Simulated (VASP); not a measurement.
Set up this calculation in VASP 6.6.1, as the native input.

- Task: single point
- Functional: PBE
- Potentials or basis: VASP PAW PBE potentials, release 64 (Ru_pv)
- Cutoff: 520 eV
- k mesh: 22 × 22 × 12
- Occupations: fermi-dirac, width 0.05 eV
- Spin: collinear spin, ferromagnetic start
- Starting moments: [1.0, 1.0] μB
- Dipole correction: no
- Further INCAR settings: ALGO = Normal; EDIFF = 1e-06; NBANDS = 25

The structure of Ru lies in POSCAR:

```
Ru
1.0
    2.6870186283      0.0000000000      0.0000000000
   -1.3435093141      2.3270263925      0.0000000000
    0.0000000000      0.0000000000      4.2278058830
Ru
2
Direct
    0.3333333333      0.6666666667      0.2500000000
    0.6666666667      0.3333333333      0.7500000000
```

These files were run (other wordings do the same):

INCAR

```
SYSTEM = Ru
ALGO = Normal ; EDIFF = 1E-6
ENCUT = 520 ; GGA = PE
ISIF = 2 ; ISMEAR = -1
ISPIN = 2 ; LASPH = .TRUE.
LCHARG = .FALSE. ; LMAXMIX = 4
LORBIT = 11 ; LREAL = .FALSE.
LWAVE = .FALSE. ; MAGMOM = 1 1
NBANDS = 25 ; NELM = 150
PREC = Accurate ; SIGMA = 0.05
```

KPOINTS

```
k-points
0
G
  22 22 12
  0 0 0
```

Potentials or basis: VASP PAW PBE potentials, release 64 (Ru_pv).

Command:

```console
$ cat potpaw_PBE.64/Ru_pv/POTCAR > POTCAR
$ mpirun -np 1 vasp_std > vasp.out
```

It gave:

| Property | Result |
| --- | --- |
| Pressure | 13.9 GPa |
| Band gap on the k mesh | zero (filled and empty bands overlap) |
| Net moment | 0.00 μB per cell |
| Valence electrons inside the program's atomic spheres | Ru 12.73 |

Caveat: the cell stands under pressure; an empty level that is flat over the whole mesh can mark a ghost state of the potentials, or a narrow d or f band.

Run time: 7 min on 1 thread of AMD EPYC 7R13, on a shared host, peak memory 0.37 GiB.
